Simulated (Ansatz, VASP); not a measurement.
Cu: VASP beside Ansatz

```
CELL_PARAMETERS angstrom
2.56801 0.00000 0.00000
-1.28401 2.22396 0.00000
0.00000 0.00000 23.38706
ATOMIC_POSITIONS crystal
Cu 0.33333 0.66667 0.32108
Cu 0.66667 0.33333 0.41011
Cu 0.33333 0.66667 0.50000
Cu 0.66667 0.33333 0.58989
Cu 0.33333 0.66667 0.67892
```

Alike in both runs: functional PBE; k mesh 15 × 15 × 1; occupations gaussian, width 0.1 eV; no spin polarisation.

Ansatz relaxed the structure, and its values are those at the end. VASP's run is a single point on that final structure, the one shown.

|  | VASP | Ansatz |
| --- | --- | --- |
| version | VASP 6.6.1 | Ansatz 0.2.0 |
| potentials or method | VASP PAW PBE potentials, release 64 (Cu), cutoff 520 eV | scalar-relativistic, plane waves, PAW |
| valence electrons in the cell | 55 | 95 |

Ansatz gave:

- gap on the k mesh at the Fermi level (eV): none
- rms of the force components (eV/Å): 0.000

Problem. What did VASP give for the same quantities?

Solution. gap on the k mesh at the Fermi level (eV): none; rms of the force components (eV/Å): 0.008.

A gap of «none» marks a metal or a gap that the smearing closes. VASP's potentials hold 55 valence electrons a cell and Ansatz's 95, so a difference there can come from the potentials and not from the codes. Ansatz's warnings: xc potential rough in thin density.
